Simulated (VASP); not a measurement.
# BAs (F-43m) in VASP: a series of runs

The runs below take BAs through single point, with PBE.

Everything below comes from runs of VASP 6.6.1. Logs are shortened: lines on timing, memory, paths and dates and some standing lists are left out, and cuts for length are marked.

**1. The cell of the first run**

Symmetry: F-43m, No. 216, cubic system. The conventional cell has a = 4.711 Å, b = 4.711 Å, c = 4.711 Å, α = 90.00°, β = 90.00°, γ = 90.00°. B (site symmetry -43m) has 4 As at 2.04 Å within 2.7 Å. As (site symmetry -43m) has 4 B at 2.04 Å within 2.7 Å.

**2. Single point, PBE (volume scaled by 0.94)**

The input, INCAR:

```
SYSTEM = BAs
ALGO = Normal
EDIFF = 1E-7
ENCUT = 520
GGA = PE
ISIF = 2
ISMEAR = 0
LASPH = .TRUE.
LCHARG = .FALSE.
LREAL = .FALSE.
LWAVE = .FALSE.
NBANDS = 11
NELM = 60
PREC = Accurate
SIGMA = 0.02
```

The input, KPOINTS:

```
k-points
0
G
  10 10 10
  0 0 0
```

The input, POSCAR:

```
BAs
1.0
    0.0000000000      2.3553277788      2.3553277788
    2.3553277788      0.0000000000      2.3553277788
    2.3553277788      2.3553277788      0.0000000000
B As
1 1
Direct
    0.0000000000      0.0000000000      0.0000000000
    0.2500000000      0.2500000000      0.2500000000
```

Potentials or basis: VASP PAW PBE potentials, release 64 (B, As).

Run with:

```bash
> cat potpaw_PBE.64/B/POTCAR potpaw_PBE.64/As/POTCAR > POTCAR
> mpirun -np 1 vasp_std > vasp.out
```

OUTCAR:

```text
SYSTEM = BAs
   EDIFF = 1E-7
   ENCUT = 520
   GGA = PE
   ISIF = 2
   ISMEAR = 0
   LASPH = .TRUE.
   LREAL = .FALSE.
   NELM = 60
   PREC = Accurate

 ion  position               nearest neighbor table
   1  0.000  0.000  0.000-   2 2.04   2 2.04   2 2.04   2 2.04
   2  0.250  0.250  0.250-   1 2.04   1 2.04   1 2.04   1 2.04

  LATTYP: Found a face centered cubic cell.
 ALAT       =     4.7106555576

  Lattice vectors:

 A1 = (   0.0000000000,   2.3553277788,   2.3553277788)
 A2 = (   2.3553277788,   0.0000000000,   2.3553277788)
 A3 = (   2.3553277788,   2.3553277788,   0.0000000000)

Analysis of symmetry for initial positions (statically):
=====================================================================
 Subroutine PRICEL returns:
 Original cell was already a primitive cell.

 Routine SETGRP: Setting up the symmetry group for a
 face centered cubic supercell.

 Subroutine GETGRP returns: Found 24 space group operations
 (whereof 24 operations were pure point group operations)
 out of a pool of 48 trial point group operations.

The static configuration has the point symmetry T_d .

Analysis of symmetry for dynamics (positions and initial velocities):
=====================================================================
 Subroutine PRICEL returns:
 Original cell was already a primitive cell.

 Routine SETGRP: Setting up the symmetry group for a
 face centered cubic supercell.

 Subroutine GETGRP returns: Found 24 space group operations
 (whereof 24 operations were pure point group operations)
 out of a pool of 48 trial point group operations.

The dynamic configuration has the point symmetry T_d .

 Subroutine INISYM returns: Found 24 space group operations
 (whereof 24 operations are pure point group operations),
 and found     1 'primitive' translations

----------------------------------------------------------------------------------------

                                     Primitive cell

  volume of cell :      26.1327

  direct lattice vectors                    reciprocal lattice vectors
     0.000000000  2.355327779  2.355327779    -0.212284678  0.212284678  0.212284678
     2.355327779  0.000000000  2.355327779     0.212284678 -0.212284678  0.212284678
     2.355327779  2.355327779  0.000000000     0.212284678  0.212284678 -0.212284678

  length of vectors
     3.330936489  3.330936489  3.330936489     0.367687849  0.367687849  0.367687849

  position of ions in fractional coordinates (direct lattice)
     0.000000000  0.000000000  0.000000000
     0.250000000  0.250000000  0.250000000

  ion indices of the primitive-cell ions
   primitive index   ion index
                 1           1
                 2           2

----------------------------------------------------------------------------------------

 KPOINTS: k-points

Automatic generation of k-mesh.
 Grid dimensions read from file:
 generate k-points for:   10   10   10

 Generating k-lattice:

  Cartesian coordinates                     Fractional coordinates (reciprocal lattice)
    -0.021228468  0.021228468  0.021228468     0.100000000  0.000000000  0.000000000
     0.021228468 -0.021228468  0.021228468     0.000000000  0.100000000  0.000000000
     0.021228468  0.021228468 -0.021228468     0.000000000  0.000000000  0.100000000

  Length of vectors
     0.036768785  0.036768785  0.036768785

  Shift w.r.t. Gamma in fractional coordinates (k-lattice)
     0.000000000  0.000000000  0.000000000

 Subroutine IBZKPT returns following result:
 ===========================================

 Found     47 irreducible k-points:

 Following reciprocal coordinates:
            Coordinates               Weight
  0.000000  0.000000  0.000000      1.000000
  0.100000  0.000000  0.000000      8.000000
  0.200000  0.000000  0.000000      8.000000
  0.300000  0.000000  0.000000      8.000000
  0.400000  0.000000  0.000000      8.000000
  0.500000  0.000000  0.000000      4.000000
[... 16 lines left out ...]
  0.300000  0.300000  0.000000      6.000000
  0.400000  0.300000  0.000000     24.000000
 [... further k-points ...]
   k-points           NKPTS =     47   k-points in BZ     NKDIM =     47   number of bands    NBANDS=     11
   number of dos      NEDOS =    301   number of ions     NIONS =      2
   total plane-waves  NPLWV =  21952
   dimension x,y,z NGX =    28 NGY =   28 NGZ =   28
   dimension x,y,z NGXF=    56 NGYF=   56 NGZF=   56
   ions per type =               1   1
   NGX,Y,Z   is equivalent  to a cutoff of  13.97, 13.97, 13.97 a.u.
   NGXF,Y,Z  is equivalent  to a cutoff of  27.95, 27.95, 27.95 a.u.
 SYSTEM =  BAs
   PREC   = accura    normal or accurate (medium, high low for compatibility)
   ISTART =      0    job   : 0-new  1-cont  2-samecut
   ICHARG =      2    charge: 1-file 2-atom 10-const
   ISPIN  =      1    spin polarized calculation?
   LNONCOLLINEAR =      F non collinear calculations
   LSORBIT =      F    spin-orbit coupling
   LASPH  =      T    aspherical Exc in radial PAW
   ENCUT  =  520.0 eV  38.22 Ry    6.18 a.u.   6.19  6.19  6.19*2*pi/ulx,y,z
   NELM   =     60;   NELMIN=  2; NELMDL= -5     # of ELM steps
   EDIFF  = 0.1E-06   stopping-criterion for ELM
   LREAL  =      F    real-space projection
   EDIFFG = 0.1E-05   stopping-criterion for IOM
   NSW    =      0    number of steps for IOM
   IBRION =     -1    ionic relax: 0-MD 1-quasi-New 2-CG
   NFREE  =      0    steps in history (QN), initial steepest desc. (CG)
   ISIF   =      2    stress and relaxation
   ISYM   =      2    0-nonsym 1-usesym 2-fastsym
   POTIM  = 0.5000    time-step for ionic-motion
   TEBEG  =    0.0;   TEEND  =   0.0 temperature during run
   PSTRESS=    0.0 pullay stress
   NELECT =       8.0000    total number of electrons
   NUPDOWN=      -1.0000    fix difference up-down
   EMIN   =  10.00;   EMAX   =-10.00  energy-range for DOS
   EFERMI =   0.00;   METHOD = LEGACY
   ISMEAR =     0;   SIGMA  =   0.02  broadening in eV -4-tet -1-fermi 0-gaus
   EFERMI_NEDOS =   21; number of points for ismear=-14 and -15
   IALGO  =     38    algorithm
   IMIX   =      4    mixing-type and parameters
     AMIX     =   0.40;   BMIX     =  1.00
     AMIX_MAG =   1.60;   BMIX_MAG =  1.00
  volume/ion in A,a.u.               =      13.07        88.18
  Fermi-wavevector in a.u.,A,eV,Ry     =   1.103342  2.085014 16.563236  1.217364
  Thomas-Fermi vector in A             =   2.239799
   LORBIT       =      0    0 simple, 1 ext, 2 COOP (PROOUT), +10 PAW based schemes
   GGA     = PE    functional components
   LHFCALC =     F    Hartree Fock is set to
   AEXX    =    0.0000 exact exchange contribution
   IVDW    =     0    specifies the selected vdW correction
   LEPSILON=     F    determine dielectric tensor
   LRPA    =     F    only Hartree local field effects (RPA)
 non-spin polarized calculation
 Gauss-broadening in eV      SIGMA  =   0.02
  energy-cutoff  :      520.00
  volume of cell :       26.13
 maximum number of plane-waves:       725
 NGX is ok and might be reduce to    28
   NGX = 13   NGY = 13   NGZ = 13

 number of electron       8.0000000 magnetization

 Free energy of the ion-electron system (eV)
  ---------------------------------------------------
  ext. energy  EPLUGINS =         0.00000000
  ---------------------------------------------------
  free energy    TOTEN  =       -11.35969293 eV

  energy without entropy =      -11.35969293  energy(sigma->0) =      -11.35969293

 E-fermi :   6.6784     XC(G=0): -10.7670

 val. band max:        6.5975335221   @ k =   0.0000   0.0000   0.0000
 cond. band min:       7.7288639295   @ k =   0.4000   0.4000   0.0000
 fundamental gap:      1.1313304074
 Fermi energy:         6.6784244911

 k-point     1 :       0.0000    0.0000    0.0000
  band No.  band energies     occupation
      1      -9.1940      2.00000
      2       6.5975      2.00000
      3       6.5975      2.00000
      4       6.5975      2.00000
      5       9.9282      0.00000
      6       9.9282      0.00000
      7       9.9282      0.00000
      8      11.8246      0.00000
      9      16.3902      0.00000
     10      19.7200      0.00000
     11      19.7200      0.00000

 k-point     2 :       0.1000    0.0000    0.0000
  band No.  band energies     occupation
      1      -9.0233      2.00000
      2       5.1750      2.00000
      3       6.2810      2.00000
      4       6.2810      2.00000
      5      10.1575      0.00000
      6      10.3438      0.00000
      7      10.3438      0.00000
      8      12.6079      0.00000
      9      17.0675      0.00000
     10      18.5988      0.00000
     11      18.5988      0.00000

 k-point     3 :       0.2000    0.0000    0.0000
  band No.  band energies     occupation
      1      -8.5193      2.00000
      2       2.7400      2.00000
      3       5.6821      2.00000
      4       5.6821      2.00000
      5      10.0135      0.00000
      6      11.0832      0.00000
      7      11.0832      0.00000
      8      14.1276      0.00000
      9      17.8588      0.00000
     10      17.8588      0.00000
     11      18.0703      0.00000

 k-point     4 :       0.3000    0.0000    0.0000
  band No.  band energies     occupation
      1      -7.7167      2.00000
      2       0.3671      2.00000
      3       5.1551      2.00000
      4       5.1551      2.00000
      5       9.7679      0.00000
      6      11.4748      0.00000
      7      11.4748      0.00000
      8      15.2706      0.00000
      9      18.2061      0.00000
     10      18.3476      0.00000
     11      18.3476      0.00000
[... 239 lines left out ...]
 k-point    22 :      -0.2000    0.2000    0.0000
  band No.  band energies     occupation
      1      -7.4422      2.00000
      2       1.0131      2.00000
      3       2.3440      2.00000
      4       5.2527      2.00000
      5      10.6853      0.00000
      6      11.8278      0.00000
      7      12.7810      0.00000
      8      13.8198      0.00000
      9      16.5417      0.00000
     10      19.5017      0.00000
     11      21.2288      0.00000

 k-point    23 :       0.3000    0.3000    0.0000
  band No.  band energies     occupation
      1      -7.1983      2.00000
      2       1.3266      2.00000
      3       3.2646      2.00000
      4       3.2646      2.00000
      5       7.9640      0.00000
      6      10.2711      0.00000
      7      15.3204      0.00000
      8      15.3204      0.00000
      9      17.9832      0.00000
     10      21.9203      0.00000
     11      22.1658      0.00000

 k-point    24 :       0.4000    0.3000    0.0000
  band No.  band energies     occupation
      1      -6.4341      2.00000
      2       0.0254      2.00000
      3       2.4439      2.00000
      4       2.9565      2.00000
      5       8.2708      0.00000
      6      10.0035      0.00000
      7      15.7382      0.00000
      8      15.9441      0.00000
      9      19.0223      0.00000
     10      22.7467      0.00000
     11      22.9642      0.00000

 [... further k-points ...]
[... 5 lines left out ...]
  --------------------------------------------------------------------------------------
  -------------------------------------------------------------------------------------
  Total        1.6464928      1.6464928      1.6464928     -0.0000000      0.0000000     -0.0000000
  in kB      100.9453593    100.9453593    100.9453593     -0.0000000      0.0000000     -0.0000000
  external PRESSURE =     100.9453593 kB  Pullay stress =       0.0000000 kB

 VOLUME and BASIS-vectors are now :
 -----------------------------------------------------------------------------
  energy-cutoff  :      520.00
  volume of cell :       26.13
      direct lattice vectors                 reciprocal lattice vectors
     0.000000000  2.355327779  2.355327779    -0.212284678  0.212284678  0.212284678
     2.355327779  0.000000000  2.355327779     0.212284678 -0.212284678  0.212284678
     2.355327779  2.355327779  0.000000000     0.212284678  0.212284678 -0.212284678

 POSITION                                       TOTAL-FORCE (eV/Angst)
 -----------------------------------------------------------------------------------
      0.00000      0.00000      0.00000        -0.000000     -0.000000     -0.000000
      1.17766      1.17766      1.17766         0.000000      0.000000      0.000000
 -----------------------------------------------------------------------------------
    total drift:                               -0.000000     -0.000000     -0.000000

  FREE ENERGIE OF THE ION-ELECTRON SYSTEM (eV)
  ---------------------------------------------------
  free  energy   TOTEN  =       -11.3596929310 eV

  energy  without entropy=      -11.3596929310  energy(sigma->0) =      -11.35969293
```

It took 7.1 s on 1 thread of Intel Xeon 6975P-C (Granite Rapids), shared host; peak memory 0.16 GiB.

What came out:

| Item | Value |
| --- | --- |
| Free energy | -11.3597 eV |
| Pressure | 10.1 GPa |
| Band gap on the k mesh | 1.13 eV, indirect (least direct gap 3.33 eV) |

Levels at points of the mesh, in eV from the valence-band top:
```
           k point  band 1  band 2  band 3  band 4  band 5  band 6  band 7  band 8  band 9
(0.00, 0.00, 0.00)  -15.79    0.00    0.00    0.00    3.33    3.33    3.33    5.23    9.79
(0.50, 0.00, 0.00)  -12.76   -9.10   -1.89   -1.89    2.94    4.83    4.83    8.94   13.03
(0.50, 0.50, 0.00)  -11.38   -8.77   -4.26   -4.26    1.37    1.40   11.77   11.77   13.25
```

Caveat: the cell differs from its parent crystal (volume scaled by 0.94). A k mesh can miss the band edges.

**3. Single point, PBE**

This run uses another cell than the first one, of 13.90 Å³/atom, 1.064 times its volume.

The input, INCAR:

```
PREC     = Accurate       # precision mode
ENCUT    = 520            # plane-wave cutoff, eV
EDIFF    = 1E-6           # SCF threshold, eV
ISMEAR   = 0              # smearing method
SIGMA    = 0.02           # smearing width, eV
LREAL    = False          # projectors in reciprocal space
LASPH    = True           # aspherical terms in the spheres
NELM     = 80             # most SCF steps
ALGO     = Normal         # electronic algorithm
ISIF     = 2              # what is computed and relaxed
LWAVE    = False          # write WAVECAR
LCHARG   = True           # write CHGCAR
GGA      = PE             # functional
LELF     = True           # ELF
LVHAR    = True         
NBANDS   = 11             # bands
```

The input, KPOINTS:

```
Automatic mesh
0
Gamma
  10 10 10
```

The input, POSCAR:

```
BAs
1.0
    0.0000000000      2.4044111670      2.4044111670
    2.4044111670      0.0000000000      2.4044111670
    2.4044111670      2.4044111670      0.0000000000
B As
1 1
Direct
    0.0000000000      0.0000000000      0.0000000000
    0.2500000000      0.2500000000      0.2500000000
```

Potentials or basis: VASP PAW PBE potentials, release 64 (B, As).

Run with:

```bash
> cat potpaw_PBE.64/B/POTCAR potpaw_PBE.64/As/POTCAR > POTCAR
> mpirun -np 1 vasp_std > vasp.out
```

Wall time 7 s (1 thread of Intel Xeon 6975P-C (Granite Rapids), shared host); peak memory 0.16 GiB.

The run converged. Its results:

```yaml
Free_energy: -11.4134 eV
Pressure: 0.6 GPa
Band_gap_on_the_k_mesh: 1.20 eV, indirect (least direct gap 3.25 eV)
```

Levels at points of the mesh, in eV from the valence-band top:
| k point | band 2 | band 3 | band 4 | band 5 | band 6 | band 7 |
| --- | --- | --- | --- | --- | --- | --- |
| (0.00, 0.00, 0.00) | 0.00 | 0.00 | 0.00 | 3.25 | 3.25 | 3.25 |
| (0.50, 0.00, 0.00) | -8.64 | -1.79 | -1.79 | 2.58 | 4.76 | 4.76 |
| (0.50, 0.50, 0.00) | -8.42 | -4.00 | -4.00 | 1.45 | 1.46 | 11.18 |
